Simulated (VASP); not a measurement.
A run of VASP 6.6.1 is set up as follows.

File INCAR:

```
SYSTEM = Sn
  PREC = Accurate
  ENCUT = 600
  EDIFF = 1E-7
  ISMEAR = -1
  SIGMA = 0.05
  LREAL = .False.
  LASPH = .True.
  NELM = 60
  ALGO = Normal
  ISIF = 3
  LWAVE = .False.
  LCHARG = .False.
  GGA = CA
  IBRION = 2
  NSW = 60
  EDIFFG = -0.005
  PSTRESS = 2400.0
```

File KPOINTS:

```
Automatic mesh
0
Gamma
  13 13 13
  0 0 0
```

File POSCAR:

```
Sn
1.0
    0.0000000000      2.3563193760      2.3563193760
    2.3563193760      0.0000000000      2.3563193760
    2.3563193760      2.3563193760      0.0000000000
Sn
2
Direct
   -0.1250000000     -0.1250000000     -0.1250000000
    0.1250000000      0.1250000000      0.1250000000
```

Potentials or basis: VASP PAW LDA potentials, release 64 (Sn_d).

The run is started by

```sh
$ cat potpaw_LDA.64/Sn_d/POTCAR > POTCAR
$ mpirun -np 1 vasp_std > vasp.out
```

(1) Predict the space group after relaxing (to 0.1 Å).

(2) What does it give for the relaxed volume?

(3) Estimate the band gap on the k mesh.

Answers

(1) Fd-3m (No. 227).

(2) 15.22 Å³/atom.

(3) zero (bands 14 and 15 overlap by 1.78 eV).

Caveat: the cell is relaxed towards a set pressure, so the run minimises the enthalpy, not the energy; the volume moved by over 15 % at a fixed basis, so the end points are rough; spin-orbit coupling is left out, which moves the levels of the heavy elements.
